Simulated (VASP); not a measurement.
PbSe (Clausthalite), 2 atoms in the cell. The structure is cubic, space group Fm-3m (No. 225). The conventional cell has a = 6.162 Å, b = 6.162 Å, c = 6.162 Å, α = 90.00°, β = 90.00°, γ = 90.00°. Within 4.1 Å of Pb (site symmetry m-3m) lie 6 Se at 3.08 Å. Within 4.1 Å of Se (site symmetry m-3m) lie 6 Pb at 3.08 Å. 

* Program: VASP 6.6.1
* Task: single point
* Functional: RPBE
* Dispersion: D4
* Potentials or basis: VASP PAW PBE potentials, release 64 (Pb_d, Se)
* Cutoff: 520 eV
* k mesh: 8 × 8 × 8
* Occupations: fermi-dirac, width 0.05 eV
* Spin: no spin polarisation
* Dipole correction: no
* Further INCAR settings: ALGO = Normal; EDIFF = 1e-06; NBANDS = 17

Potentials or basis: VASP PAW PBE potentials, release 64 (Pb_d, Se).

Command:

```bash
$ cat potpaw_PBE.64/Pb_d/POTCAR potpaw_PBE.64/Se/POTCAR > POTCAR
$ mpirun -np 1 vasp_std > vasp.out
```

Hardware: 1 thread of Intel(R) Xeon(R) Platinum 8375C CPU @ 2.90GHz (Ice Lake), on a shared host.

Task: Estimate the wall time of this run.

Result: Run time: 18 s on 1 thread of Intel(R) Xeon(R) Platinum 8375C CPU @ 2.90GHz (Ice Lake), with other jobs on the host, peak memory 0.19 GiB. Counts: scf iterations 12, k points 29.
